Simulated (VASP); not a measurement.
Write the native input for VASP 6.6.1 that does the following.

```yaml
Task: single point
Functional: PBE
Potentials_or_basis: VASP PAW PBE potentials, release 64 (Ta_pv)
Cutoff: 520 eV
k_mesh: 2 × 2 × 2
Occupations: fermi-dirac, width 0.1 eV
Spin: no spin polarisation
Dipole_correction: no
Further_INCAR_settings: ALGO = Normal; EDIFF = 1e-06; NBANDS = 12
```

The structure of Ta lies in POSCAR:

```
Ta
1.0
   -1.6607181506      1.6607181506      1.6607181506
    1.6607181506     -1.6607181506      1.6607181506
    1.6607181506      1.6607181506     -1.6607181506
Ta
1
Direct
    0.0000000000      0.0000000000      0.0000000000
```

The input as run:

INCAR

```
SYSTEM = Ta
ALGO = Normal
EDIFF = 1E-6
ENCUT = 520
GGA = PE
ISIF = 2
ISMEAR = -1
LASPH = .True.
LCHARG = .True.
LELF = .True.
LREAL = .False.
LVHAR = .True.
LWAVE = .False.
NBANDS = 12
NELM = 80
PREC = Accurate
SIGMA = 0.1
```

KPOINTS

```
k-points
0
Gamma
  2 2 2
  0 0 0
```

Potentials or basis: VASP PAW PBE potentials, release 64 (Ta_pv).

Launch:

```console
$ cat potpaw_PBE.64/Ta_pv/POTCAR > POTCAR
$ mpirun -np 1 vasp_std > vasp.out
```

Results of the run:

| Item | Value |
| --- | --- |
| Pressure | -24.5 GPa |

Caveat: the k points lie up to 1.34 Å⁻¹ apart.

It took 4.8 s on 1 thread of AMD EPYC 7R13 (shared host), peak memory 0.1 GiB.
